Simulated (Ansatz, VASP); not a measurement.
SrO: VASP beside Ansatz

INCAR

```
PREC = Accurate
ENCUT = 520
EDIFF = 1E-7
ISMEAR = 0
SIGMA = 0.05
LREAL = F
LASPH = T
NELM = 100
ALGO = Normal
ISIF = 2
LWAVE = F
LCHARG = F
GGA = B5
ALDAX = 1.0
AGGAX = 1.0
AGGAC = 1.0
ALDAC = 0.0
NBANDS = 15
```

The input KPOINTS:

```
regular mesh
0
Gamma
  8 8 8
```

The input POSCAR:

```
SrO
1.0
    0.0000000000      2.6242387828      2.6242387828
    2.6242387828      0.0000000000      2.6242387828
    2.6242387828      2.6242387828      0.0000000000
Sr O
1 1
Direct
    0.5000000000      0.5000000000      0.5000000000
    0.0000000000      0.0000000000      0.0000000000
```

Input for Ansatz:

```yaml
crystal:
  lattice:
    - [0.0, 2.6242387828, 2.6242387828]
    - [2.6242387828, 0.0, 2.6242387828]
    - [2.6242387828, 2.6242387828, 0.0]
  atoms:
    - { symbol: Sr, position: [0.5, 0.5, 0.5] }
    - { symbol: O, position: [0.0, 0.0, 0.0] }
basis:
  ecutwfc: 420
  ecutrho_ratio: 4
kpoints:
  mp_grid: { grid: [8, 8, 8] }
hamiltonian:
  xc: blyp
scf:
  occupations: { method: gaussian, width: 0.05 }
output:
  forces: true
  stress: true
  eigenvalues: true
```

Alike in both runs: task single point; functional BLYP; k mesh 8 × 8 × 8; occupations gaussian, width 0.05 eV; no spin polarisation.

```csv
,VASP,Ansatz
version,VASP 6.6.1,Ansatz 0.2.0
potentials or method,"VASP PAW PBE potentials, release 64 (Sr_sv, O), cutoff 520 eV","scalar-relativistic, plane waves, PAW"
valence electrons in the cell,16,16
```

VASP gave:

| Quantity | Value |
| --- | --- |
| gap on the k mesh at the Fermi level (eV) | 3.42 |
| least direct gap on the mesh (eV) | 3.53 |
| pressure (GPa) | 0.4 |

Q: Which values does Ansatz return?

A: gap on the k mesh at the Fermi level (eV): 3.47; least direct gap on the mesh (eV): 3.58; pressure (GPa): 0.0.

VASP's potentials were made for PBE, not for BLYP. The functional is the same, so the differences come from potentials, cutoffs and numerics.
